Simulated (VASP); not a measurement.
# ZnS (I-4m2) in VASP: a series of runs

The runs below take ZnS through single point, with LDA.

Everything below comes from runs of VASP 6.6.1. Logs are shortened: lines on timing, memory, paths and dates and some standing lists are left out, and cuts for length are marked.

## Step 1: The cell of the first run

It takes space group I-4m2 (No. 119, tetragonal). The conventional cell has a = 3.764 Å, b = 3.764 Å, c = 5.264 Å, α = 90.00°, β = 90.00°, γ = 90.00°. Within 3.0 Å of Zn (site symmetry -4m2) lie 4 S at 2.30 Å. Within 3.0 Å of S (site symmetry -4m2) lie 4 Zn at 2.30 Å.

## Step 2: Single point, LDA (in-plane strain +0.005, then relaxed in part)

INCAR reads:

```
PREC = Accurate
ENCUT = 520
EDIFF = 1E-6
ISMEAR = 0
SIGMA = 0.01
LREAL = False
LASPH = True
NELM = 80
ALGO = Normal
ISIF = 2
LWAVE = False
LCHARG = True
LELF = True
LVHAR = True
NBANDS = 16
```

KPOINTS reads:

```
Automatic mesh
0
Gamma
  8 8 8
```

POSCAR reads:

```
ZnS
1.0
    2.6617110519      2.6617110519      0.0000000000
   -2.6617110519      2.6617110519      0.0000000000
    0.0000000000      2.6617110519      2.6319951336
Zn S
1 1
Direct
    0.7500000000      0.2500000000      0.5000000000
    0.0000000000      0.0000000000      0.0000000000
```

Potentials or basis: VASP PAW LDA potentials, release 64 (Zn, S).

Run with:

```sh
$ cat potpaw_LDA.64/Zn/POTCAR potpaw_LDA.64/S/POTCAR > POTCAR
$ mpirun -np 1 vasp_std > vasp.out
```

OUTCAR:

```text
PREC = Accurate
   ENCUT = 520
   EDIFF = 1E-6
   ISMEAR = 0
   LREAL = False
   LASPH = True
   NELM = 80
   ISIF = 2

 ion  position               nearest neighbor table
   1  0.750  0.250  0.500-   2 2.30   2 2.30   2 2.30   2 2.30
   2  0.000  0.000  0.000-   1 2.30   1 2.30   1 2.30   1 2.30

  LATTYP: Found a body centered tetragonal cell.
 ALAT       =     3.7642278687
 C/A-ratio  =     1.3984249761

  Lattice vectors:

 A1 = (   2.6617110519,   0.0000000000,  -2.6319951336)
 A2 = (  -2.6617110519,   0.0000000000,  -2.6319951336)
 A3 = (   0.0000000000,   2.6617110519,   2.6319951336)

Analysis of symmetry for initial positions (statically):
=====================================================================
 Subroutine PRICEL returns:
 Original cell was already a primitive cell.

 Routine SETGRP: Setting up the symmetry group for a
 body centered tetragonal supercell.

 Subroutine GETGRP returns: Found  8 space group operations
 (whereof  8 operations were pure point group operations)
 out of a pool of 16 trial point group operations.

The static configuration has the point symmetry D_2d.

Analysis of symmetry for dynamics (positions and initial velocities):
=====================================================================
 Subroutine PRICEL returns:
 Original cell was already a primitive cell.

 Routine SETGRP: Setting up the symmetry group for a
 body centered tetragonal supercell.

 Subroutine GETGRP returns: Found  8 space group operations
 (whereof  8 operations were pure point group operations)
 out of a pool of 16 trial point group operations.

The dynamic configuration has the point symmetry D_2d.

 Subroutine INISYM returns: Found  8 space group operations
 (whereof  8 operations are pure point group operations),
 and found     1 'primitive' translations

----------------------------------------------------------------------------------------

                                     Primitive cell

  volume of cell :      37.2938

  direct lattice vectors                    reciprocal lattice vectors
     2.661711052  2.661711052  0.000000000     0.187849090  0.187849090 -0.189969956
    -2.661711052  2.661711052  0.000000000    -0.187849090  0.187849090 -0.189969956
     0.000000000  2.661711052  2.631995134     0.000000000  0.000000000  0.379939912

  length of vectors
     3.764227869  3.764227869  3.743274517     0.326593242  0.326593242  0.379939912

  position of ions in fractional coordinates (direct lattice)
     0.750000000  0.250000000  0.500000000
     0.000000000  0.000000000  0.000000000

  ion indices of the primitive-cell ions
   primitive index   ion index
                 1           1
                 2           2

----------------------------------------------------------------------------------------

 KPOINTS: Automatic mesh

Automatic generation of k-mesh.
 Grid dimensions read from file:
 generate k-points for:    8    8    8

 Generating k-lattice:

  Cartesian coordinates                     Fractional coordinates (reciprocal lattice)
     0.023481136  0.023481136 -0.023746245     0.125000000  0.000000000  0.000000000
    -0.023481136  0.023481136 -0.023746245     0.000000000  0.125000000  0.000000000
     0.000000000  0.000000000  0.047492489     0.000000000  0.000000000  0.125000000

  Length of vectors
     0.040824155  0.040824155  0.047492489

  Shift w.r.t. Gamma in fractional coordinates (k-lattice)
     0.000000000  0.000000000  0.000000000

 Subroutine IBZKPT returns following result:
 ===========================================

 Found     59 irreducible k-points:

 Following reciprocal coordinates:
            Coordinates               Weight
  0.000000  0.000000  0.000000      1.000000
  0.125000  0.000000  0.000000      8.000000
  0.250000  0.000000  0.000000      8.000000
  0.375000  0.000000  0.000000      8.000000
  0.500000  0.000000  0.000000      4.000000
  0.125000  0.125000  0.000000      8.000000
[... 16 lines left out ...]
  0.250000  0.000000  0.125000      4.000000
  0.375000  0.000000  0.125000      8.000000
 [... further k-points ...]
   k-points           NKPTS =     59   k-points in BZ     NKDIM =     59   number of bands    NBANDS=     16
   number of dos      NEDOS =    301   number of ions     NIONS =      2
   total plane-waves  NPLWV =  21952
   dimension x,y,z NGX =    28 NGY =   28 NGZ =   28
   dimension x,y,z NGXF=    56 NGYF=   56 NGZF=   56
   ions per type =               1   1
   NGX,Y,Z   is equivalent  to a cutoff of  12.37, 12.37, 12.44 a.u.
   NGXF,Y,Z  is equivalent  to a cutoff of  24.73, 24.73, 24.87 a.u.
 SYSTEM =  unknown system
   PREC   = accura    normal or accurate (medium, high low for compatibility)
   ISTART =      0    job   : 0-new  1-cont  2-samecut
   ICHARG =      2    charge: 1-file 2-atom 10-const
   ISPIN  =      1    spin polarized calculation?
   LNONCOLLINEAR =      F non collinear calculations
   LSORBIT =      F    spin-orbit coupling
   LASPH  =      T    aspherical Exc in radial PAW
   ENCUT  =  520.0 eV  38.22 Ry    6.18 a.u.   7.00  7.00  6.96*2*pi/ulx,y,z
   NELM   =     80;   NELMIN=  2; NELMDL= -5     # of ELM steps
   EDIFF  = 0.1E-05   stopping-criterion for ELM
   LREAL  =      F    real-space projection
   EDIFFG = 0.1E-04   stopping-criterion for IOM
   NSW    =      0    number of steps for IOM
   IBRION =     -1    ionic relax: 0-MD 1-quasi-New 2-CG
   NFREE  =      0    steps in history (QN), initial steepest desc. (CG)
   ISIF   =      2    stress and relaxation
   ISYM   =      2    0-nonsym 1-usesym 2-fastsym
   POTIM  = 0.5000    time-step for ionic-motion
   TEBEG  =    0.0;   TEEND  =   0.0 temperature during run
   PSTRESS=    0.0 pullay stress
   NELECT =      18.0000    total number of electrons
   NUPDOWN=      -1.0000    fix difference up-down
   EMIN   =  10.00;   EMAX   =-10.00  energy-range for DOS
   EFERMI =   0.00;   METHOD = LEGACY
   ISMEAR =     0;   SIGMA  =   0.01  broadening in eV -4-tet -1-fermi 0-gaus
   EFERMI_NEDOS =   21; number of points for ismear=-14 and -15
   IALGO  =     38    algorithm
   IMIX   =      4    mixing-type and parameters
     AMIX     =   0.40;   BMIX     =  1.00
     AMIX_MAG =   1.60;   BMIX_MAG =  1.00
  volume/ion in A,a.u.               =      18.65       125.84
  Fermi-wavevector in a.u.,A,eV,Ry     =   1.284163  2.426716 22.437010  1.649074
  Thomas-Fermi vector in A             =   2.416373
   LORBIT       =      0    0 simple, 1 ext, 2 COOP (PROOUT), +10 PAW based schemes
   GGA     = CA    functional components
   LHFCALC =     F    Hartree Fock is set to
   AEXX    =    0.0000 exact exchange contribution
   IVDW    =     0    specifies the selected vdW correction
   LEPSILON=     F    determine dielectric tensor
   LRPA    =     F    only Hartree local field effects (RPA)
 non-spin polarized calculation
 Gauss-broadening in eV      SIGMA  =   0.01
  energy-cutoff  :      520.00
  volume of cell :       37.29
 maximum number of plane-waves:      1020
   NGX = 13   NGY = 13   NGZ = 13

 number of electron      18.0000014 magnetization

 Free energy of the ion-electron system (eV)
  ---------------------------------------------------
  ext. energy  EPLUGINS =         0.00000000
  ---------------------------------------------------
  free energy    TOTEN  =        -8.20719347 eV

  energy without entropy =       -8.20719347  energy(sigma->0) =       -8.20719347

 E-fermi :   2.5952     XC(G=0): -10.2987

 val. band max:        2.5020828908   @ k =   0.0000   0.0000   0.0000
 cond. band min:       4.6171272772   @ k =   0.0000   0.0000   0.0000
 fundamental gap:      2.1150443864
 Fermi energy:         2.5951704164

 k-point     1 :       0.0000    0.0000    0.0000
  band No.  band energies     occupation
      1     -11.0433      2.00000
      2      -4.2660      2.00000
      3      -4.2660      2.00000
      4      -4.2593      2.00000
      5      -3.7180      2.00000
      6      -3.7132      2.00000
[... 8 lines left out ...]
     15      14.3002      0.00000
     16      14.4033      0.00000

 k-point     2 :       0.1250    0.0000    0.0000
  band No.  band energies     occupation
      1     -10.9119      2.00000
      2      -4.2675      2.00000
      3      -4.2431      2.00000
      4      -4.2377      2.00000
      5      -3.7197      2.00000
      6      -3.7157      2.00000
[... 8 lines left out ...]
     15      13.7006      0.00000
     16      15.0994      0.00000

 k-point     3 :       0.2500    0.0000    0.0000
  band No.  band energies     occupation
      1     -10.5663      2.00000
      2      -4.2297      2.00000
      3      -4.1934      2.00000
      4      -4.1862      2.00000
      5      -3.7149      2.00000
      6      -3.7137      2.00000
[... 8 lines left out ...]
     15      13.4352      0.00000
     16      14.5450      0.00000

 k-point     4 :       0.3750    0.0000    0.0000
  band No.  band energies     occupation
      1     -10.1679      2.00000
      2      -4.1552      2.00000
      3      -4.1462      2.00000
      4      -4.0105      2.00000
      5      -3.6960      2.00000
      6      -3.6936      2.00000
[... 8 lines left out ...]
     15      14.5866      0.00000
     16      14.6138      0.00000

 k-point     5 :       0.5000    0.0000    0.0000
  band No.  band energies     occupation
      1      -9.9823      2.00000
      2      -4.1437      2.00000
      3      -4.1335      2.00000
      4      -3.6837      2.00000
      5      -3.6790      2.00000
      6      -3.4954      2.00000
[... 8 lines left out ...]
     15      15.9641      0.00000
     16      16.0584      0.00000

 k-point     6 :       0.1250    0.1250    0.0000
  band No.  band energies     occupation
      1     -10.7073      2.00000
      2      -4.2674      2.00000
      3      -4.2103      2.00000
      4      -4.1954      2.00000
      5      -3.7337      2.00000
      6      -3.7023      2.00000
[... 8 lines left out ...]
     15      13.8427      0.00000
     16      16.2289      0.00000

 k-point     7 :       0.2500    0.1250    0.0000
  band No.  band energies     occupation
      1     -10.3376      2.00000
      2      -4.1873      2.00000
      3      -4.1564      2.00000
      4      -4.1413      2.00000
      5      -3.7343      2.00000
      6      -3.6795      2.00000
[... 8 lines left out ...]
     15      14.8990      0.00000
     16      15.7725      0.00000

 k-point     8 :       0.3750    0.1250    0.0000
  band No.  band energies     occupation
      1      -9.9990      2.00000
      2      -4.1416      2.00000
      3      -4.1128      2.00000
      4      -3.8689      2.00000
      5      -3.7066      2.00000
      6      -3.6352      2.00000
[... 8 lines left out ...]
     15      15.0402      0.00000
     16      16.5485      0.00000

 k-point     9 :       0.5000    0.1250   -0.0000
  band No.  band energies     occupation
      1      -9.9383      2.00000
      2      -4.1470      2.00000
      3      -4.1007      2.00000
      4      -3.7942      2.00000
      5      -3.6789      2.00000
      6      -3.5470      2.00000
[... 8 lines left out ...]
     15      15.9752      0.00000
     16      16.0411      0.00000
[... 172 lines left out ...]
 k-point    19 :       0.5000    0.3750    0.0000
  band No.  band energies     occupation
      1      -9.6910      2.00000
      2      -4.2884      2.00000
      3      -3.9228      2.00000
      4      -3.9001      2.00000
      5      -3.6446      2.00000
      6      -3.5052      2.00000
[... 8 lines left out ...]
     15      16.3164      0.00000
     16      17.5138      0.00000

 k-point    20 :      -0.3750    0.3750    0.0000
  band No.  band energies     occupation
      1      -9.8792      2.00000
      2      -4.3458      2.00000
      3      -3.9623      2.00000
      4      -3.9482      2.00000
      5      -3.6873      2.00000
      6      -3.6414      2.00000
[... 8 lines left out ...]
     15      15.8949      0.00000
     16      18.9376      0.00000

 k-point    21 :       0.5000    0.5000    0.0000
  band No.  band energies     occupation
      1      -9.6310      2.00000
      2      -4.3361      2.00000
      3      -3.8911      2.00000
      4      -3.8755      2.00000
      5      -3.6294      2.00000
      6      -3.4777      2.00000
[... 8 lines left out ...]
     15      16.3216      0.00000
     16      17.1239      0.00000

 k-point    22 :       0.0000    0.0000    0.1250
  band No.  band energies     occupation
      1     -10.8658      2.00000
      2      -4.2869      2.00000
      3      -4.2237      2.00000
      4      -4.2237      2.00000
      5      -3.7325      2.00000
      6      -3.7047      2.00000
[... 8 lines left out ...]
     15      14.4112      0.00000
     16      15.7241      0.00000

 k-point    23 :       0.2500    0.0000    0.1250
  band No.  band energies     occupation
      1     -10.7102      2.00000
      2      -4.2659      2.00000
      3      -4.2141      2.00000
      4      -4.1906      2.00000
      5      -3.7357      2.00000
      6      -3.7021      2.00000
[... 8 lines left out ...]
     15      13.8015      0.00000
     16      16.2836      0.00000

 k-point    24 :       0.3750    0.0000    0.1250
  band No.  band energies     occupation
      1     -10.3415      2.00000
      2      -4.1801      2.00000
      3      -4.1600      2.00000
      4      -4.1407      2.00000
      5      -3.7346      2.00000
      6      -3.6838      2.00000
[... 8 lines left out ...]
     15      14.8437      0.00000
     16      15.8973      0.00000

 [... further k-points ...]
[... 5 lines left out ...]
  --------------------------------------------------------------------------------------
  -------------------------------------------------------------------------------------
  Total       -0.0628641     -0.0628641      0.0533831      0.0000000      0.0000000      0.0000000
  in kB       -2.7006993     -2.7006993      2.2933865      0.0000000      0.0000000      0.0000000
  external PRESSURE =      -1.0360040 kB  Pullay stress =       0.0000000 kB

 VOLUME and BASIS-vectors are now :
 -----------------------------------------------------------------------------
  energy-cutoff  :      520.00
  volume of cell :       37.29
      direct lattice vectors                 reciprocal lattice vectors
     2.661711052  2.661711052  0.000000000     0.187849090  0.187849090 -0.189969956
    -2.661711052  2.661711052  0.000000000    -0.187849090  0.187849090 -0.189969956
     0.000000000  2.661711052  2.631995134     0.000000000  0.000000000  0.379939912

 POSITION                                       TOTAL-FORCE (eV/Angst)
 -----------------------------------------------------------------------------------
      1.33086      3.99257      1.31600        -0.000000      0.000000      0.000000
      0.00000      0.00000      0.00000         0.000000     -0.000000      0.000000
 -----------------------------------------------------------------------------------
    total drift:                                0.000000      0.000000     -0.000000

  FREE ENERGIE OF THE ION-ELECTRON SYSTEM (eV)
  ---------------------------------------------------
  free  energy   TOTEN  =        -8.2071934692 eV

  energy  without entropy=       -8.2071934692  energy(sigma->0) =       -8.20719347
```

Run time: 47 s. Hardware: 1 thread of Intel Xeon Platinum 8175M at 2.50GHz (Skylake/Cascade Lake), shared host; peak memory 0.16 GiB.

Results:

* Free energy: -8.2072 eV
* Pressure: -0.1 GPa
* Band gap on the k mesh: 2.12 eV, direct

Levels at points of the mesh, in eV from the valence-band top:
```tsv
k point	band 7	band 8	band 9	band 10	band 11	band 12
(0.00, 0.00, 0.00)	-0.04	-0.04	0.00	2.11	6.19	6.19
(0.50, 0.00, 0.00)	-5.78	-1.02	-0.96	3.19	6.68	6.79
(0.50, 0.50, 0.00)	-4.94	-2.48	-2.45	3.06	3.90	11.06
(0.00, 0.00, 0.50)	-4.87	-2.53	-2.53	3.00	3.78	11.19
```

Caveat: the cell differs from its parent crystal (in-plane strain +0.005, then relaxed in part).

## Step 3: Single point, LDA (in-plane strain +0.005)

INCAR reads:

```
PREC = Accurate
ENCUT = 520
EDIFF = 1E-6
ISMEAR = 0
SIGMA = 0.01
LREAL = F
LASPH = T
NELM = 60
ALGO = Normal
ISIF = 2
LWAVE = F
LCHARG = F
GGA = CA
NBANDS = 16
```

KPOINTS reads:

```
regular mesh
0
Gamma
  8 8 8
```

POSCAR, as its differences from that of step 2:

```diff
@@ -4,3 +4,3 @@
    -2.6617110519      2.6617110519      0.0000000000
-    0.0000000000      2.6617110519      2.6319951336
+    0.0000000000      2.6617110519      2.6405233022
 Zn S
```

Potentials or basis: VASP PAW LDA potentials, release 64 (Zn, S).

Run with:

```sh
$ cat potpaw_LDA.64/Zn/POTCAR potpaw_LDA.64/S/POTCAR > POTCAR
$ mpirun -np 1 vasp_std > vasp.out
```

Run time: 45 s. Hardware: 1 thread of Intel Xeon Platinum 8175M at 2.50GHz (Skylake/Cascade Lake), shared host; peak memory 0.16 GiB.

The run converged. Its results:

```
Free energy            : -8.2073 eV
Pressure               : -0.4 GPa
Band gap on the k mesh : 2.11 eV, direct
```

Stress tensor (GPa, compression positive):
```
-0.50  0.00  0.00
 0.00 -0.50  0.00
 0.00  0.00 -0.14
```

Levels at points of the mesh, in eV from the valence-band top:
```tsv
k point	band 6	band 7	band 8	band 9	band 10	band 11	band 12	band 13
(0.00, 0.00, 0.00)	-6.20	-0.03	-0.03	0.00	2.11	6.20	6.20	6.20
(0.50, 0.00, 0.00)	-5.98	-5.75	-1.00	-0.95	3.20	6.71	6.78	8.80
(0.50, 0.50, 0.00)	-5.96	-4.92	-2.46	-2.44	3.07	3.90	11.06	12.09
(0.00, 0.00, 0.50)	-5.95	-4.87	-2.50	-2.50	3.02	3.82	11.15	12.12
```

Caveat: the cell differs from its parent crystal (in-plane strain +0.005).
